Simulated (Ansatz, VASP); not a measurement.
# Two plane-wave programs on CaO

```
CELL_PARAMETERS angstrom
2.35512 2.35512 0.00000
-2.35512 2.35512 0.00000
0.00000 2.35512 2.35512
ATOMIC_POSITIONS crystal
Ca 0.00000 0.00000 0.00000
O 0.50000 0.50000 0.00000
```

Alike in both runs: task single point; functional r2SCAN; k mesh 8 × 8 × 8; no spin polarisation.

|  | VASP | Ansatz |
| --- | --- | --- |
| version | VASP 6.6.1 | Ansatz 0.2.0 |
| potentials or method | VASP PAW PBE potentials, release 64 (Ca_sv, O_h) | PAW with Ansatz's default frozen-core files, scalar-relativistic |
| plane-wave cutoff (eV) | 910 | 500 |
| occupations | gaussian, width 0.01 eV | fixed |
| valence electrons in the cell | 16 | 16 |

```tsv
	VASP	Ansatz	Ansatz less VASP
gap on the k mesh at the Fermi level (eV)	4.17	4.18	+0.011
```

VASP's potentials were made for PBE, not for r2SCAN.

Noted on VASP's run: the cutoff is short for stress, so the pressure is rough.
